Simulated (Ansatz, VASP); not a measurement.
# MoS2: VASP beside Ansatz

The input INCAR:

```
ALGO = Normal
EDIFF = 1E-8
ENCUT = 520
ISIF = 2
ISMEAR = -1
LASPH = True
LCHARG = False
LEFG = True
LREAL = False
LWAVE = False
NBANDS = 35
NELM = 100
PREC = Accurate
SIGMA = 0.03
```

File KPOINTS:

```
k-points
0
Gamma
  10 10 3
```

POSCAR

```
MoS2
1.0
    3.1610016016      0.0158050080      0.0158050080
   -1.5668132624      2.7296051844      0.0057850344
    0.0614750000      0.0614750000     12.2950000000
Mo S
2 4
Direct
    0.3333333333      0.6666666667      0.2500000000
    0.6666666667      0.3333333333      0.7500000000
    0.3333333333      0.6666666667      0.6275000000
    0.6666666667      0.3333333333      0.1275000000
    0.3333333333      0.6666666667      0.8725000000
    0.6666666667      0.3333333333      0.3725000000
```

Input for Ansatz:

```yaml
crystal:
  lattice:
    - [3.1610016016, 0.015805008, 0.015805008]
    - [-1.5668132624, 2.7296051844, 0.0057850344]
    - [0.061475, 0.061475, 12.295]
  atoms:
    - { symbol: Mo, position: [0.3333333333, 0.6666666667, 0.25] }
    - { symbol: Mo, position: [0.6666666667, 0.3333333333, 0.75] }
    - { symbol: S, position: [0.3333333333, 0.6666666667, 0.6275] }
    - { symbol: S, position: [0.6666666667, 0.3333333333, 0.1275] }
    - { symbol: S, position: [0.3333333333, 0.6666666667, 0.8725] }
    - { symbol: S, position: [0.6666666667, 0.3333333333, 0.3725] }
kpoints:
  mp_grid: { grid: [10, 10, 3] }
scf:
  occupations: { method: fermi_dirac, width: 0.03 }
hamiltonian:
  xc: lda
  pseudopotentials: { kind: all_electron, datasets: crystal }
output:
  forces: true
  stress: true
  eigenvalues: true
  efg: { contact_densities: true }
```

Change from the starting cell: equal xy, yz and zx shear strains of +1 %, crystal datasets.

Alike in both runs: task electric field gradients; functional LDA; k mesh 10 × 10 × 3; occupations fermi-dirac, width 0.03 eV; no spin polarisation.

```csv
,VASP,Ansatz
version,VASP 6.6.1,Ansatz 0.2.0
potentials or method,"VASP PAW LDA potentials, release 64 (Mo_sv, S), cutoff 520 eV","all-electron PAW with datasets made for the crystal, scalar-relativistic"
```

Ansatz gave:

```
pressure (GPa)                                                : 1.2
traceless stress, the component that is largest in VASP (GPa) : 4.60
rms of the force components (eV/Å)                            : 0.374
size of Vzz on the site where it differs most (V/Å²)          : 94.5
```

Question: Which values does VASP return?

Answer: Pressure (GPa): 1.2; traceless stress, the component that is largest in VASP (GPa): 4.56; rms of the force components (eV/Å): 0.378; size of Vzz on the site where it differs most (V/Å²): 97.7.

LDA's correlation is that of Perdew and Zunger in VASP and of Perdew and Wang (1992) in Ansatz. Atom by atom the forces differ by 0.004 eV/Å (rms over components). Ansatz ran all-electron here, and VASP with PAW potentials.
